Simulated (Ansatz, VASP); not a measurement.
One calculation of SnSe, two programs

```
Sn Se
1.0
     0.00000    3.39084    3.39084
     3.39084    0.00000    3.39084
     3.39084    3.39084    0.00000
Sn Se
1 1
Direct
  0.00000 0.00000 0.00000
  0.75000 0.75000 0.75000
```

Alike in both runs: functional HSE06; k mesh 4 × 4 × 4; occupations fermi-dirac, width 0.05 eV; no spin polarisation.

|  | VASP | Ansatz |
| --- | --- | --- |
| version | VASP 6.6.1 | Ansatz 0.2.0 |
| potentials or method | VASP PAW PBE potentials, release 64 (Sn_d, Se) | Ansatz PAW |
| plane-wave cutoff (eV) | 520 | 420 |
| valence electrons in the cell | 20 | 30 |
| task | single point | band structure |

```csv
,VASP,Ansatz,Ansatz less VASP
gap on the k mesh at the Fermi level (eV),0.40,0.39,-0.009
least direct gap on the mesh (eV),1.09,1.09,-0.005
pressure (GPa),-0.7,-0.7,+0.05
```

With one functional, cell and mesh, what is left measures potentials, basis and numerics. VASP's potentials hold 20 valence electrons a cell and Ansatz's 30, so a difference there can come from the potentials and not from the codes.
